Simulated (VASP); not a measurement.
# B6Cl (Pm-3m) in VASP: single point with PBE

Aim: the single point of B6Cl with PBE.

Everything below comes from runs of VASP 6.6.1. Logs are shortened: lines on timing, memory, paths and dates and some standing lists are left out, and cuts for length are marked.

### Step 1. The cell of the first run

The structure is cubic, space group Pm-3m (No. 221). The conventional cell has a = 4.246 Å, b = 4.246 Å, c = 4.246 Å, α = 90.00°, β = 90.00°, γ = 90.00°. B (site symmetry 4mm) has 5 B at 1.76 Å within 2.3 Å. Cl (site symmetry m-3m) has 24 B at 3.13 Å and 6 Cl at 4.25 Å within 4.3 Å.

The cell was generated, and may not be a known phase.

### Step 2. Single point, PBE

Input file INCAR:

```
ALGO = Normal
EDIFF = 1E-6
ENCUT = 520
GGA = PE
ISIF = 2
ISMEAR = 0
LASPH = T
LCHARG = T
LELF = T
LREAL = F
LVHAR = T
LWAVE = F
NBANDS = 22
NELM = 100
PREC = Accurate
SIGMA = 0.1
```

Input file KPOINTS:

```
k-points
0
Gamma
  4 4 4
```

Input file POSCAR:

```
B6Cl
1.0
    4.2458742300      0.0000000000      0.0000000000
    0.0000000000      4.2458742300      0.0000000000
    0.0000000000      0.0000000000      4.2458742300
B Cl
6 1
Direct
    0.2070000000      0.5000000000      0.5000000000
    0.5000000000      0.2070000000      0.5000000000
    0.7930000000      0.5000000000      0.5000000000
    0.5000000000      0.7930000000      0.5000000000
    0.5000000000      0.5000000000      0.2070000000
    0.5000000000      0.5000000000      0.7930000000
    0.0000000000      0.0000000000      0.0000000000
```

Potentials or basis: VASP PAW PBE potentials, release 64 (B, Cl).

Command:

```sh
cat potpaw_PBE.64/B/POTCAR potpaw_PBE.64/Cl/POTCAR > POTCAR
mpirun -np 1 vasp_std > vasp.out
```

OUTCAR:

```text
EDIFF = 1E-6
   ENCUT = 520
   GGA = PE
   ISIF = 2
   ISMEAR = 0
   LASPH = T
   LREAL = F
   NELM = 100
   PREC = Accurate

 ion  position               nearest neighbor table
   1  0.207  0.500  0.500-   3 1.76   2 1.76   4 1.76   5 1.76   6 1.76
   2  0.500  0.207  0.500-   4 1.76   3 1.76   1 1.76   5 1.76   6 1.76
   3  0.793  0.500  0.500-   1 1.76   2 1.76   4 1.76   5 1.76   6 1.76
   4  0.500  0.793  0.500-   2 1.76   1 1.76   3 1.76   5 1.76   6 1.76
   5  0.500  0.500  0.207-   6 1.76   2 1.76   3 1.76   4 1.76   1 1.76
   6  0.500  0.500  0.793-   5 1.76   2 1.76   3 1.76   4 1.76   1 1.76
   7  0.000  0.000  0.000-

  LATTYP: Found a simple cubic cell.
 ALAT       =     4.2458742300

  Lattice vectors:

 A1 = (   4.2458742300,   0.0000000000,   0.0000000000)
 A2 = (   0.0000000000,   4.2458742300,   0.0000000000)
 A3 = (   0.0000000000,   0.0000000000,   4.2458742300)

Analysis of symmetry for initial positions (statically):
=====================================================================
 Subroutine PRICEL returns:
 Original cell was already a primitive cell.

 Routine SETGRP: Setting up the symmetry group for a
 simple cubic supercell.

 Subroutine GETGRP returns: Found 48 space group operations
 (whereof 48 operations were pure point group operations)
 out of a pool of 48 trial point group operations.

The static configuration has the point symmetry O_h .

Analysis of symmetry for dynamics (positions and initial velocities):
=====================================================================
 Subroutine PRICEL returns:
 Original cell was already a primitive cell.

 Routine SETGRP: Setting up the symmetry group for a
 simple cubic supercell.

 Subroutine GETGRP returns: Found 48 space group operations
 (whereof 48 operations were pure point group operations)
 out of a pool of 48 trial point group operations.

The dynamic configuration has the point symmetry O_h .

 Subroutine INISYM returns: Found 48 space group operations
 (whereof 48 operations are pure point group operations),
 and found     1 'primitive' translations

----------------------------------------------------------------------------------------

                                     Primitive cell

  volume of cell :      76.5423

  direct lattice vectors                    reciprocal lattice vectors
     4.245874230  0.000000000  0.000000000     0.235522756  0.000000000  0.000000000
     0.000000000  4.245874230  0.000000000     0.000000000  0.235522756  0.000000000
     0.000000000  0.000000000  4.245874230     0.000000000  0.000000000  0.235522756

  length of vectors
     4.245874230  4.245874230  4.245874230     0.235522756  0.235522756  0.235522756

  position of ions in fractional coordinates (direct lattice)
     0.207000000  0.500000000  0.500000000
     0.500000000  0.207000000  0.500000000
     0.793000000  0.500000000  0.500000000
     0.500000000  0.793000000  0.500000000
     0.500000000  0.500000000  0.207000000
     0.500000000  0.500000000  0.793000000
     0.000000000  0.000000000  0.000000000

  ion indices of the primitive-cell ions
   primitive index   ion index
                 1           1
                 2           2
                 3           3
                 4           4
                 5           5
                 6           6
                 7           7

----------------------------------------------------------------------------------------

 KPOINTS: k-points

Automatic generation of k-mesh.
 Grid dimensions read from file:
 generate k-points for:    4    4    4

 Generating k-lattice:

  Cartesian coordinates                     Fractional coordinates (reciprocal lattice)
     0.058880689  0.000000000  0.000000000     0.250000000  0.000000000  0.000000000
     0.000000000  0.058880689  0.000000000     0.000000000  0.250000000  0.000000000
     0.000000000  0.000000000  0.058880689     0.000000000  0.000000000  0.250000000

  Length of vectors
     0.058880689  0.058880689  0.058880689

  Shift w.r.t. Gamma in fractional coordinates (k-lattice)
     0.000000000  0.000000000  0.000000000

 Subroutine IBZKPT returns following result:
 ===========================================

 Found     10 irreducible k-points:

 Following reciprocal coordinates:
            Coordinates               Weight
  0.000000  0.000000  0.000000      1.000000
  0.250000  0.000000  0.000000      6.000000
  0.500000  0.000000  0.000000      3.000000
  0.250000  0.250000  0.000000     12.000000
  0.500000  0.250000  0.000000     12.000000
  0.500000  0.500000  0.000000      3.000000
  0.250000  0.250000  0.250000      8.000000
  0.500000  0.250000  0.250000     12.000000
  0.500000  0.500000  0.250000      6.000000
  0.500000  0.500000  0.500000      1.000000
   k-points           NKPTS =     10   k-points in BZ     NKDIM =     10   number of bands    NBANDS=     22
   number of dos      NEDOS =    301   number of ions     NIONS =      7
   total plane-waves  NPLWV =  32768
   dimension x,y,z NGX =    32 NGY =   32 NGZ =   32
   dimension x,y,z NGXF=    64 NGYF=   64 NGZF=   64
   ions per type =               6   1
   NGX,Y,Z   is equivalent  to a cutoff of  12.53, 12.53, 12.53 a.u.
   NGXF,Y,Z  is equivalent  to a cutoff of  25.06, 25.06, 25.06 a.u.
 SYSTEM =  unknown system
   PREC   = accura    normal or accurate (medium, high low for compatibility)
   ISTART =      0    job   : 0-new  1-cont  2-samecut
   ICHARG =      2    charge: 1-file 2-atom 10-const
   ISPIN  =      1    spin polarized calculation?
   LNONCOLLINEAR =      F non collinear calculations
   LSORBIT =      F    spin-orbit coupling
   LASPH  =      T    aspherical Exc in radial PAW
   ENCUT  =  520.0 eV  38.22 Ry    6.18 a.u.   7.89  7.89  7.89*2*pi/ulx,y,z
   NELM   =    100;   NELMIN=  2; NELMDL= -5     # of ELM steps
   EDIFF  = 0.1E-05   stopping-criterion for ELM
   LREAL  =      F    real-space projection
   EDIFFG = 0.1E-04   stopping-criterion for IOM
   NSW    =      0    number of steps for IOM
   IBRION =     -1    ionic relax: 0-MD 1-quasi-New 2-CG
   NFREE  =      0    steps in history (QN), initial steepest desc. (CG)
   ISIF   =      2    stress and relaxation
   ISYM   =      2    0-nonsym 1-usesym 2-fastsym
   POTIM  = 0.5000    time-step for ionic-motion
   TEBEG  =    0.0;   TEEND  =   0.0 temperature during run
   PSTRESS=    0.0 pullay stress
   NELECT =      25.0000    total number of electrons
   NUPDOWN=      -1.0000    fix difference up-down
   EMIN   =  10.00;   EMAX   =-10.00  energy-range for DOS
   EFERMI =   0.00;   METHOD = LEGACY
   ISMEAR =     0;   SIGMA  =   0.10  broadening in eV -4-tet -1-fermi 0-gaus
   EFERMI_NEDOS =   21; number of points for ismear=-14 and -15
   IALGO  =     38    algorithm
   IMIX   =      4    mixing-type and parameters
     AMIX     =   0.40;   BMIX     =  1.00
     AMIX_MAG =   1.60;   BMIX_MAG =  1.00
  volume/ion in A,a.u.               =      10.93        73.79
  Fermi-wavevector in a.u.,A,eV,Ry     =   1.127425  2.130525 17.294194  1.271087
  Thomas-Fermi vector in A             =   2.264111
   LORBIT       =      0    0 simple, 1 ext, 2 COOP (PROOUT), +10 PAW based schemes
   GGA     = PE    functional components
   LHFCALC =     F    Hartree Fock is set to
   AEXX    =    0.0000 exact exchange contribution
   IVDW    =     0    specifies the selected vdW correction
   LEPSILON=     F    determine dielectric tensor
   LRPA    =     F    only Hartree local field effects (RPA)
 non-spin polarized calculation
 Gauss-broadening in eV      SIGMA  =   0.10
  energy-cutoff  :      520.00
  volume of cell :       76.54
 maximum number of plane-waves:      2103
 NGX is ok and might be reduce to    32
   NGX = 15   NGY = 15   NGZ = 15

 number of electron      24.9999997 magnetization

 Free energy of the ion-electron system (eV)
  ---------------------------------------------------
  ext. energy  EPLUGINS =         0.00000000
  ---------------------------------------------------
  free energy    TOTEN  =       -37.51802058 eV

  energy without entropy =      -37.50528549  energy(sigma->0) =      -37.51165303

 E-fermi :   2.2824     XC(G=0): -10.1756

 val. band max:        2.1728430172   @ k =   0.2500   0.2500   0.0000
 cond. band min:       2.3660455106   @ k =   0.2500   0.2500   0.2500
 fundamental gap:      0.1932024934
 Fermi energy:         2.2824108611

 k-point     1 :       0.0000    0.0000    0.0000
  band No.  band energies     occupation
      1     -12.3086      2.00000
      2     -10.6695      2.00000
      3      -3.5469      2.00000
      4      -3.5469      2.00000
      5      -3.5469      2.00000
      6      -2.2711      2.00000
[... 14 lines left out ...]
     21      12.4072      0.00000
     22      12.4072      0.00000

 k-point     2 :       0.2500    0.0000    0.0000
  band No.  band energies     occupation
      1     -12.1326      2.00000
      2     -10.8053      2.00000
      3      -4.4658      2.00000
      4      -3.2756      2.00000
      5      -3.2756      2.00000
      6      -2.5642      2.00000
[... 14 lines left out ...]
     21      12.4206      0.00000
     22      13.1294      0.00000

 k-point     3 :       0.5000    0.0000    0.0000
  band No.  band energies     occupation
      1     -11.8877      2.00000
      2     -11.0157      2.00000
      3      -4.9826      2.00000
      4      -2.8982      2.00000
      5      -2.8962      2.00000
      6      -2.8962      2.00000
[... 14 lines left out ...]
     21      14.4838      0.00000
     22      14.4838      0.00000
[... 126 lines left out ...]
 k-point     9 :       0.5000    0.5000    0.2500
  band No.  band energies     occupation
      1     -11.7325      2.00000
      2     -10.7219      2.00000
      3      -5.0500      2.00000
      4      -5.0500      2.00000
      5      -3.9491      2.00000
      6      -1.3485      2.00000
[... 14 lines left out ...]
     21      13.3601      0.00000
     22      13.3603      0.00000

 k-point    10 :       0.5000    0.5000    0.5000
  band No.  band energies     occupation
      1     -11.6919      2.00000
      2     -10.6323      2.00000
      3      -4.6705      2.00000
      4      -4.6705      2.00000
      5      -4.6705      2.00000
      6      -1.9370      2.00000
[... 14 lines left out ...]
     21      11.8792      0.00000
     22      12.2081      0.00000

------------------------ aborting loop because EDIFF is reached ----------------------------------------

  FORCE on cell =-STRESS in cart. coord.  units (eV):
  Direction    XX          YY          ZZ          XY          YZ          ZX
  --------------------------------------------------------------------------------------
  -------------------------------------------------------------------------------------
  Total       -0.0405992     -0.0405992     -0.0405992      0.0000000     -0.0000000      0.0000000
  in kB       -0.8498184     -0.8498184     -0.8498184      0.0000000     -0.0000000      0.0000000
  external PRESSURE =      -0.8498184 kB  Pullay stress =       0.0000000 kB

 VOLUME and BASIS-vectors are now :
 -----------------------------------------------------------------------------
  energy-cutoff  :      520.00
  volume of cell :       76.54
      direct lattice vectors                 reciprocal lattice vectors
     4.245874230  0.000000000  0.000000000     0.235522756  0.000000000  0.000000000
     0.000000000  4.245874230  0.000000000     0.000000000  0.235522756  0.000000000
     0.000000000  0.000000000  4.245874230     0.000000000  0.000000000  0.235522756

 POSITION                                       TOTAL-FORCE (eV/Angst)
 -----------------------------------------------------------------------------------
      0.87890      2.12294      2.12294        -2.523346      0.000000      0.000000
      2.12294      0.87890      2.12294         0.000000     -2.523346     -0.000000
      3.36698      2.12294      2.12294         2.523346     -0.000000     -0.000000
      2.12294      3.36698      2.12294        -0.000000      2.523346      0.000000
      2.12294      2.12294      0.87890         0.000000      0.000000     -2.523346
      2.12294      2.12294      3.36698        -0.000000     -0.000000      2.523346
      0.00000      0.00000      0.00000         0.000000      0.000000      0.000000
 -----------------------------------------------------------------------------------
    total drift:                                0.000000     -0.000000     -0.000000

  FREE ENERGIE OF THE ION-ELECTRON SYSTEM (eV)
  ---------------------------------------------------
  free  energy   TOTEN  =       -37.5180205786 eV

  energy  without entropy=      -37.5052854907  energy(sigma->0) =      -37.51165303
```

It took 24 s on 1 thread of Intel Xeon 8259CL, shared host; peak memory 0.17 GiB.

What came out:

```yaml
Free_energy: -37.5180 eV
Pressure: -0.1 GPa
Largest_force: 2.523 eV/Å
Band_gap_on_the_k_mesh: zero (an odd number of electrons rules out a gap without spin polarisation)
```

Forces in eV/Å, atoms in the order of the input:
```
B   -2.523  0.000  0.000
B    0.000 -2.523  0.000
B    2.523  0.000  0.000
B    0.000  2.523  0.000
B    0.000  0.000 -2.523
B    0.000  0.000  2.523
Cl   0.000  0.000  0.000
```

Caveat: the k points lie up to 0.37 Å⁻¹ apart, too coarse for converged energies and pressures of a metal; an odd number of electrons without spin polarisation forces a metal; a magnetic or distorted state may lie lower.

The gap in the log of VASP goes by the Fermi energy; the results here count the filled bands.